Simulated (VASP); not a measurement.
# Pt: single point with PBE

Crystal: Pt.

```
CELL_PARAMETERS angstrom
0.00000 1.96090 1.96090
1.96090 0.00000 1.96090
1.96090 1.96090 0.00000
ATOMIC_POSITIONS crystal
Pt 0.00000 0.00000 0.00000
```

| Item | Value |
| --- | --- |
| Program | VASP 6.6.1 |
| Task | single point |
| Functional | PBE |
| Potentials or basis | VASP PAW PBE potentials, release 64 (Pt) |
| Cutoff | 500 eV |
| k mesh | 6 × 6 × 6 |
| Occupations | methfessel-paxton, width 0.1 eV |
| Spin | no spin polarisation |
| Dipole correction | no |
| Further INCAR settings | ALGO = Normal; EDIFF = 1e-06; NBANDS = 11 |

- Pressure: 6.7 GPa
- Band gap on the k mesh: zero (bands 5 and 6 overlap by 2.23 eV)

Levels at points of the mesh, in eV from the Fermi level:
| k point | band 2 | band 3 | band 4 | band 5 | band 6 | band 7 | band 8 | band 9 |
| --- | --- | --- | --- | --- | --- | --- | --- | --- |
| (0.00, 0.00, 0.00) | -3.82 | -3.82 | -3.82 | -1.67 | -1.67 | 14.65 | 19.61 | 19.61 |
| (0.50, 0.00, 0.00) | -3.88 | -3.88 | -0.47 | 0.00 | 0.00 | 5.82 | 14.22 | 18.98 |
| (0.50, 0.50, 0.00) | -6.64 | -0.03 | 0.46 | 0.46 | 1.78 | 8.86 | 11.39 | 11.39 |

It took 4.4 s on 1 thread of AMD EPYC 7R43 64-Core Processor (Zen 3), with other jobs on the host, peak memory 0.09 GiB.

Caveat: the k points lie up to 0.46 Å⁻¹ apart, too coarse for converged energies and pressures of a metal; spin-orbit coupling is left out, which moves the levels of the heavy elements.
